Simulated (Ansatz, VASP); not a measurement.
**Ga in VASP and in Ansatz**

```
Ga
1.0
     1.47900   -4.14630    0.00000
     1.47900    4.14630    0.00000
     0.00000    0.00000    3.17000
Ga
2
Direct
  0.86700 0.13300 0.25000
  0.13300 0.86700 0.75000
```

Change from the starting cell: equal xx and yy strain of +2 %.

Alike in both runs: task single point; functional LDA; k mesh 12 × 12 × 10; occupations fermi-dirac, width 0.08 eV; no spin polarisation.

```csv
,VASP,Ansatz
version,VASP 6.6.1,Ansatz 0.2.0
potentials or method,"VASP PAW LDA potentials, release 64 (Ga_d), cutoff 520 eV","all-electron LAPW, scalar-relativistic"
```

Ansatz gave:

```
pressure (GPa)                                                : -5.2
traceless stress, the component that is largest in VASP (GPa) : -1.85
rms of the force components (eV/Å)                            : 0.094
```

Q: Which values does VASP return?

A: Pressure (GPa): -5.3; traceless stress, the component that is largest in VASP (GPa): -1.86; rms of the force components (eV/Å): 0.096.

LDA's correlation is that of Perdew and Zunger in VASP and of Perdew and Wang (1992) in Ansatz. Atom by atom the forces differ by 0.002 eV/Å (rms over components). Ansatz ran all-electron here, and VASP with PAW potentials.
